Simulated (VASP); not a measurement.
Set up this calculation in VASP 6.6.1, as the native input.

| Property | Result |
| --- | --- |
| Task | single point |
| Functional | PBEsol |
| Potentials or basis | VASP PAW PBE potentials, release 64 (Cu) |
| Cutoff | 520 eV |
| k mesh | 26 × 26 × 26 |
| Occupations | methfessel-paxton, width 0.1 eV |
| Spin | no spin polarisation |
| Dipole correction | no |
| Further INCAR settings | ALGO = Normal; EDIFF = 1e-06; NBANDS = 12 |

The structure of Cu lies in POSCAR:

```
Cu
1.0
    0.0000000000      1.7815755875      1.7815755875
    1.7815755875      0.0000000000      1.7815755875
    1.7815755875      1.7815755875      0.0000000000
Cu
1
Direct
    0.0000000000      0.0000000000      0.0000000000
```

One way to write it, as run:

INCAR

```
PREC = Accurate ; ENCUT = 520
EDIFF = 1E-6 ; ISMEAR = 1
SIGMA = 0.1 ; LREAL = F
LASPH = T ; NELM = 100
ALGO = Normal ; ISIF = 2
LWAVE = F ; LCHARG = F
GGA = PS ; NBANDS = 12
```

KPOINTS

```
regular mesh
0
Gamma
  26 26 26
```

Potentials or basis: VASP PAW PBE potentials, release 64 (Cu).

Command:

```console
$ cat potpaw_PBE.64/Cu/POTCAR > POTCAR
$ mpirun -np 1 vasp_std > vasp.out
```

It gave:

```
Pressure               : 0.8 GPa
Band gap on the k mesh : zero (an odd number of electrons rules out a gap without spin polarisation)
```

Caveat: the PAW data sets were made with another functional, which shifts forces and pressure a little.

It took 93 s on 1 thread of Intel Xeon 8259CL, on a shared host, peak memory 0.18 GiB.
